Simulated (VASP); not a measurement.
# Rh (Pm-3m) in VASP: further runs

The runs below take Rh through single point, relaxation of cell and atoms, with r2SCAN.

Everything below comes from runs of VASP 6.6.1. Logs are shortened: lines on timing, memory, paths and dates and some standing lists are left out, and cuts for length are marked.

## (1) The cell of the first run

The structure is cubic, space group Pm-3m (No. 221). Conventional cell: a = 2.512 Å, b = 2.512 Å, c = 2.512 Å, α = 90.00°, β = 90.00°, γ = 90.00°. Rh (site symmetry m-3m) has 6 Rh at 2.51 Å within 3.3 Å.

## (2) Single point, r2SCAN, collinear spin, ferromagnetic start

Contents of POSCAR:

```
Rh
1.0
    2.5124836359      0.0000000000      0.0000000000
    0.0000000000      2.5124836359      0.0000000000
    0.0000000000      0.0000000000      2.5124836359
Rh
1
Direct
    0.0000000000      0.0000000000      0.0000000000
```

Contents of INCAR.step1:

```
PREC     = Accurate       # precision mode
ENCUT    = 520            # plane-wave cutoff, eV
ISMEAR   = -1             # smearing method
SIGMA    = 0.05           # smearing width, eV
LREAL    = False          # projectors in reciprocal space
LASPH    = True           # aspherical terms in the spheres
NELM     = 150            # most SCF steps
ISPIN    = 2              # spin polarisation
MAGMOM   = 1              # initial moments
LMAXMIX  = 4              # l up to which the mixer works
NBANDS   = 18             # bands
GGA      = PE             # functional
ALGO     = Normal         # electronic algorithm
EDIFF    = 1E-4           # SCF threshold, eV
LWAVE    = True           # write WAVECAR
LCHARG   = False          # write CHGCAR
```

Contents of INCAR.step2:

```
PREC     = Accurate       # precision mode
ENCUT    = 520            # plane-wave cutoff, eV
EDIFF    = 1E-7           # SCF threshold, eV
ISMEAR   = -1             # smearing method
SIGMA    = 0.05           # smearing width, eV
LREAL    = False          # projectors in reciprocal space
LASPH    = True           # aspherical terms in the spheres
NELM     = 150            # most SCF steps
ALGO     = Normal         # electronic algorithm
ISIF     = 2              # what is computed and relaxed
LWAVE    = False          # write WAVECAR
LCHARG   = True           # write CHGCAR
ISPIN    = 2              # spin polarisation
MAGMOM   = 1              # initial moments
LORBIT   = 11             # projections on sites
LMAXMIX  = 4              # l up to which the mixer works
METAGGA  = R2SCAN         # meta-GGA
LMIXTAU  = True         
LELF     = True           # ELF
LVHAR    = True         
NBANDS   = 18             # bands
ISTART   = 1
```

Contents of KPOINTS:

```
Automatic mesh
0
Gamma
  20 20 20
```

Potentials or basis: VASP PAW PBE potentials, release 64 (Rh_pv).

On the command line:

```
$ cat potpaw_PBE.64/Rh_pv/POTCAR > POTCAR
$ cp INCAR.step1 INCAR
$ mpirun -np 1 vasp_std > vasp.out
$ cp INCAR.step2 INCAR
$ mpirun -np 1 vasp_std > vasp.out
```

OUTCAR:

```text
PREC = Accurate
   ENCUT = 520
   EDIFF = 1E-7
   ISMEAR = -1
   LREAL = False
   LASPH = True
   NELM = 150
   ISIF = 2
   ISPIN = 2
   LORBIT = 11
   METAGGA = R2SCAN
   ISTART = 1

 ion  position               nearest neighbor table
   1  0.000  0.000  0.000-

  LATTYP: Found a simple cubic cell.
 ALAT       =     2.5124836359

  Lattice vectors:

 A1 = (   2.5124836359,   0.0000000000,   0.0000000000)
 A2 = (   0.0000000000,   2.5124836359,   0.0000000000)
 A3 = (   0.0000000000,   0.0000000000,   2.5124836359)

Analysis of symmetry for initial positions (statically):
=====================================================================
 Subroutine PRICEL returns:
 Original cell was already a primitive cell.

 Routine SETGRP: Setting up the symmetry group for a
 simple cubic supercell.

 Subroutine GETGRP returns: Found 48 space group operations
 (whereof 48 operations were pure point group operations)
 out of a pool of 48 trial point group operations.

The static configuration has the point symmetry O_h .

Analysis of symmetry for dynamics (positions and initial velocities):
=====================================================================
 Subroutine PRICEL returns:
 Original cell was already a primitive cell.

 Routine SETGRP: Setting up the symmetry group for a
 simple cubic supercell.

 Subroutine GETGRP returns: Found 48 space group operations
 (whereof 48 operations were pure point group operations)
 out of a pool of 48 trial point group operations.

The dynamic configuration has the point symmetry O_h .

Analysis of structural, dynamic, and magnetic symmetry:
=====================================================================
 Subroutine PRICEL returns:
 Original cell was already a primitive cell.

 Routine SETGRP: Setting up the symmetry group for a
 simple cubic supercell.

 Subroutine GETGRP returns: Found 48 space group operations
 (whereof 48 operations were pure point group operations)
 out of a pool of 48 trial point group operations.

The overall configuration has the point symmetry O_h .

 Subroutine INISYM returns: Found 48 space group operations
 (whereof 48 operations are pure point group operations),
 and found     1 'primitive' translations

----------------------------------------------------------------------------------------

                                     Primitive cell

[... 92 lines left out ...]
   IBRION =     -1    ionic relax: 0-MD 1-quasi-New 2-CG
   NFREE  =      0    steps in history (QN), initial steepest desc. (CG)
   ISIF   =      2    stress and relaxation
   ISYM   =      2    0-nonsym 1-usesym 2-fastsym
   POTIM  = 0.5000    time-step for ionic-motion
   TEBEG  =    0.0;   TEEND  =   0.0 temperature during run
   PSTRESS=    0.0 pullay stress
   NELECT =      15.0000    total number of electrons
   NUPDOWN=      -1.0000    fix difference up-down
   EMIN   =  10.00;   EMAX   =-10.00  energy-range for DOS
   EFERMI =   0.00;   METHOD = LEGACY
   ISMEAR =    -1;   SIGMA  =   0.05  broadening in eV -4-tet -1-fermi 0-gaus
   EFERMI_NEDOS =   21; number of points for ismear=-14 and -15
   IALGO  =     38    algorithm
   IMIX   =      4    mixing-type and parameters
     AMIX     =   0.40;   BMIX     =  1.00
     AMIX_MAG =   1.60;   BMIX_MAG =  1.00
  volume/ion in A,a.u.               =      15.86       107.03
  Fermi-wavevector in a.u.,A,eV,Ry     =   1.606949  3.036693 35.134108  2.582284
  Thomas-Fermi vector in A             =   2.703055
   LORBIT       =     11    0 simple, 1 ext, 2 COOP (PROOUT), +10 PAW based schemes
   METAGGA = R2SCAN    functional components
   LHFCALC =     F    Hartree Fock is set to
   AEXX    =    0.0000 exact exchange contribution
   IVDW    =     0    specifies the selected vdW correction
   LEPSILON=     F    determine dielectric tensor
   LRPA    =     F    only Hartree local field effects (RPA)
 spin polarized calculation
  energy-cutoff  :      520.00
  volume of cell :       15.86
 maximum number of plane-waves:       449
 NGX is ok and might be reduce to    20
   NGX =  9   NGY =  9   NGZ =  9

 number of electron      14.9999993 magnetization      -0.0007397

 Free energy of the ion-electron system (eV)
  ---------------------------------------------------
  ext. energy  EPLUGINS =         0.00000000
  ---------------------------------------------------
  free energy    TOTEN  =       -23.34996348 eV

  energy without entropy =      -23.33729146  energy(sigma->0) =      -23.34362747

 E-fermi :   9.4964     XC(G=0): -13.8520

 val. band max:        9.4962812562   @ k =   0.4000   0.3500   0.0000
 cond. band min:       9.4966582363   @ k =   0.4000   0.3500   0.0000
 fundamental gap:      0.0003769801
 Fermi energy:         9.4963679295

 spin component 1

 k-point     1 :       0.0000    0.0000    0.0000
  band No.  band energies     occupation
      1     -37.9204      1.00000
      2     -37.9204      1.00000
      3     -37.9204      1.00000
      4       2.5284      1.00000
      5       4.0203      1.00000
      6       4.0203      1.00000
[... 493 lines left out ...]
     17      41.5777      0.00000
     18      42.4379      0.00000

 [... further k-points ...]

 spin component 2

 k-point     1 :       0.0000    0.0000    0.0000
  band No.  band energies     occupation
      1     -37.9212      1.00000
      2     -37.9212      1.00000
      3     -37.9212      1.00000
      4       2.5283      1.00000
      5       4.0200      1.00000
      6       4.0200      1.00000
[... 493 lines left out ...]
     17      41.5773      0.00000
     18      42.4377      0.00000

 [... further k-points ...]
[... 5 lines left out ...]
  --------------------------------------------------------------------------------------
  -------------------------------------------------------------------------------------
  Total        0.0925860      0.0925860      0.0925860      0.0000000     -0.0000000      0.0000000
  in kB        9.3529019      9.3529019      9.3529019      0.0000000     -0.0000000      0.0000000
  external PRESSURE =       9.3529019 kB  Pullay stress =       0.0000000 kB

 VOLUME and BASIS-vectors are now :
 -----------------------------------------------------------------------------
  energy-cutoff  :      520.00
  volume of cell :       15.86
      direct lattice vectors                 reciprocal lattice vectors
     2.512483636  0.000000000  0.000000000     0.398012543  0.000000000  0.000000000
     0.000000000  2.512483636  0.000000000     0.000000000  0.398012543  0.000000000
     0.000000000  0.000000000  2.512483636     0.000000000  0.000000000  0.398012543

 POSITION                                       TOTAL-FORCE (eV/Angst)
 -----------------------------------------------------------------------------------
      0.00000      0.00000      0.00000         0.000000      0.000000      0.000000
 -----------------------------------------------------------------------------------
    total drift:                               -0.000000     -0.000000     -0.000000

  FREE ENERGIE OF THE ION-ELECTRON SYSTEM (eV)
  ---------------------------------------------------
  free  energy   TOTEN  =       -23.3499634803 eV

  energy  without entropy=      -23.3372914618  energy(sigma->0) =      -23.34362747

 total charge

# of ion       s       p       d       tot
------------------------------------------
    1        0.426   6.206   7.232  13.864

 magnetization (x)

# of ion       s       p       d       tot
------------------------------------------
    1       -0.000   0.000  -0.001  -0.001
```

OUTCAR.step1:

```text
PREC = Accurate
   ENCUT = 520
   ISMEAR = -1
   LREAL = False
   LASPH = True
   NELM = 150
[... 1246 lines left out ...]
 POSITION                                       TOTAL-FORCE (eV/Angst)
 -----------------------------------------------------------------------------------
      0.00000      0.00000      0.00000         0.000000      0.000000      0.000000
 -----------------------------------------------------------------------------------
    total drift:                               -0.000000     -0.000000     -0.000000

  FREE ENERGIE OF THE ION-ELECTRON SYSTEM (eV)
  ---------------------------------------------------
  free  energy   TOTEN  =        -6.4665344846 eV

  energy  without entropy=       -6.4528817824  energy(sigma->0) =       -6.45970813
```

OSZICAR.step1:

```text
N       E                     dE             d eps       ncg     rms          rms(c)
DAV:   1     0.136201709470E+03    0.13620E+03   -0.83113E+03 20688   0.904E+02
DAV:   2    -0.401388990430E+01   -0.14022E+03   -0.13204E+03 22138   0.291E+02
DAV:   3    -0.666021131414E+01   -0.26463E+01   -0.26278E+01 23836   0.429E+01
DAV:   4    -0.667041632063E+01   -0.10205E-01   -0.10204E-01 22994   0.269E+00
DAV:   5    -0.667048925547E+01   -0.72935E-04   -0.72934E-04 22696   0.203E-01    0.863E+00
DAV:   6    -0.645774617942E+01    0.21274E+00   -0.33372E-01 22430   0.733E+00    0.340E+00
DAV:   7    -0.646451481161E+01   -0.67686E-02   -0.11772E-02 22290   0.103E+00    0.178E+00
DAV:   8    -0.646563103932E+01   -0.11162E-02   -0.23061E-03 22816   0.555E-01    0.811E-01
DAV:   9    -0.646647135787E+01   -0.84032E-03   -0.60768E-04 22204   0.239E-01    0.103E-01
DAV:  10    -0.646653448460E+01   -0.63127E-04   -0.34375E-05 11800   0.602E-02
   1 F= -.64665345E+01 E0= -.64597081E+01  d E =-.136527E-01  mag=    -0.0001
```

Run time: 4.2 min. Hardware: 1 thread of AMD EPYC 9R45 (Zen 5), shared host; peak memory 0.2 GiB.

What came out:

```
Free energy                                           : -23.3500 eV
Pressure                                              : 0.9 GPa
Net moment                                            : 0.00 μB per cell
Valence electrons inside the program's atomic spheres : Rh 13.86
```

Caveat: the PAW data sets were made with another functional, which shifts forces and pressure a little.

## (3) Relaxation of cell and atoms, r2SCAN, collinear spin, ferromagnetic start

This run uses another cell than the first one, of 14.85 Å³/atom, 0.936 times its volume.

Contents of POSCAR:

```
Rh
1.0
    2.4580591709      0.0000000000      0.0000000000
    0.0000000000      2.4580591709      0.0000000000
    0.0000000000      0.0000000000      2.4580591709
Rh
1
Direct
    0.0000000000      0.0000000000      0.0000000000
```

Contents of INCAR.step1:

```
SYSTEM = Rh
PREC = Accurate
ENCUT = 600
ISMEAR = -1
SIGMA = 0.05
LREAL = .FALSE.
LASPH = .TRUE.
NELM = 150
ISPIN = 2
MAGMOM = 1
LMAXMIX = 4
GGA = PE
ALGO = Normal
EDIFF = 1E-4
LWAVE = .TRUE.
LCHARG = .FALSE.
```

Contents of INCAR.step2:

```
SYSTEM = Rh
PREC = Accurate
ENCUT = 600
EDIFF = 1E-7
ISMEAR = -1
SIGMA = 0.05
LREAL = .FALSE.
LASPH = .TRUE.
NELM = 150
ALGO = Normal
ISIF = 3
LWAVE = .FALSE.
LCHARG = .FALSE.
ISPIN = 2
MAGMOM = 1
LORBIT = 11
LMAXMIX = 4
METAGGA = R2SCAN
LMIXTAU = .TRUE.
IBRION = 2
NSW = 80
EDIFFG = -0.01
ISTART = 1
```

Contents of KPOINTS:

```
regular mesh
0
G
  13 13 13
  0 0 0
```

Potentials or basis: VASP PAW PBE potentials, release 64 (Rh_pv).

On the command line:

```
$ cat potpaw_PBE.64/Rh_pv/POTCAR > POTCAR
$ cp INCAR.step1 INCAR
$ mpirun -np 1 vasp_std > vasp.out
$ cp INCAR.step2 INCAR
$ mpirun -np 1 vasp_std > vasp.out
```

It took 4.3 min on 1 thread of AMD EPYC 9R45 (Zen 5), shared host; peak memory 0.13 GiB.

The run converged. Its results:

```yaml
Free_energy: -23.3445 eV
Relaxed_volume: 15.94 Å³/atom
Relaxed_cell: a = 2.517 Å, b = 2.517 Å, c = 2.517 Å, α = 90.00°, β = 90.00°, γ = 90.00°
Space_group_after_relaxing_to_0.05_Å: Pm-3m (No. 221)
Energy_gained_by_relaxing: 53.4 meV/atom
Ionic_steps: 4
Pressure_after_relaxing: -0.1 GPa
Net_moment: 0.00 μB per cell
Valence_electrons_inside_the_program's_atomic_spheres: Rh 13.85
```

The path:
| step | energy change (eV) | largest force (eV/Å) | pressure (GPa) | volume (Å³) |
| --- | --- | --- | --- | --- |
| 1 | 0.0000 | 0.0000 | 17.01 | 14.85 |
| 2 | 0.1399 | 0.0000 | -20.60 | 18.50 |
| 3 | -0.0533 | 0.0000 | -0.71 | 15.99 |
| 4 | -0.0534 | 0.0000 | -0.06 | 15.94 |

Final structure:
```
CELL_PARAMETERS angstrom
2.51669 0.00000 0.00000
0.00000 2.51669 0.00000
0.00000 0.00000 2.51669
ATOMIC_POSITIONS crystal
Rh 0.00000 0.00000 0.00000
```

Levels at points of the mesh, in eV from the Fermi level:
Spin up:
| k point | band 5 | band 6 | band 7 | band 8 | band 9 | band 10 | band 11 | band 12 |
| --- | --- | --- | --- | --- | --- | --- | --- | --- |
| (0.00, 0.00, 0.00) | -5.40 | -5.40 | 0.83 | 0.83 | 0.83 | 17.80 | 17.80 | 17.80 |
Spin down:
| k point | band 5 | band 6 | band 7 | band 8 | band 9 | band 10 | band 11 | band 12 |
| --- | --- | --- | --- | --- | --- | --- | --- | --- |
| (0.00, 0.00, 0.00) | -5.40 | -5.40 | 0.83 | 0.83 | 0.83 | 17.80 | 17.80 | 17.80 |

Caveat: the PAW data sets were made with another functional, which shifts forces and pressure a little.
